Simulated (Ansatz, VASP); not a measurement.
Two plane-wave programs on SiC

Contents of INCAR:

```
PREC = Accurate ; ENCUT = 600
EDIFF = 1E-6 ; ISMEAR = 0
SIGMA = 0.05 ; LREAL = False
LASPH = True ; NELM = 120
ALGO = Normal ; ISIF = 2
LWAVE = False ; LCHARG = True
GGA = CA ; LELF = True
LVHAR = True ; NBANDS = 11
GGA_COMPAT = False
```

File KPOINTS:

```
regular mesh
0
Gamma
  8 8 8
```

Contents of POSCAR:

```
SiC
1.0
    0.0000000000      2.1453529427      2.1453529427
    2.1453529427      0.0000000000      2.1453529427
    2.1453529427      2.1453529427      0.0000000000
C Si
1 1
Direct
    0.0000000000      0.0000000000      0.0000000000
    0.2500000000      0.2500000000      0.2500000000
```

Input for Ansatz:

```yaml
crystal:
  lattice:
    - [0.0, 2.1453529427, 2.1453529427]
    - [2.1453529427, 0.0, 2.1453529427]
    - [2.1453529427, 2.1453529427, 0.0]
  atoms:
    - { symbol: C, position: [0.0, 0.0, 0.0] }
    - { symbol: Si, position: [0.25, 0.25, 0.25] }
basis:
  ecutwfc: 420
kpoints:
  mp_grid: { grid: [8, 8, 8] }
hamiltonian:
  xc: lda
scf:
  occupations: { method: gaussian, width: 0.05 }
output:
  forces: true
  stress: true
  eigenvalues: true
```

Alike in both runs: task single point; functional LDA; k mesh 8 × 8 × 8; occupations gaussian, width 0.05 eV; no spin polarisation.

|  | VASP | Ansatz |
| --- | --- | --- |
| version | VASP 6.6.1 | Ansatz 0.2.0 |
| potentials or method | VASP PAW LDA potentials, release 64 (C, Si), cutoff 600 eV | scalar-relativistic, plane waves, PAW |
| valence electrons in the cell | 8 | 8 |

```csv
,VASP,Ansatz,Ansatz less VASP
gap on the k mesh at the Fermi level (eV),1.26,1.28,+0.013
least direct gap on the mesh (eV),4.55,4.56,+0.013
pressure (GPa),6.7,6.5,-0.26
```

LDA's correlation is that of Perdew and Zunger in VASP and of Perdew and Wang (1992) in Ansatz.
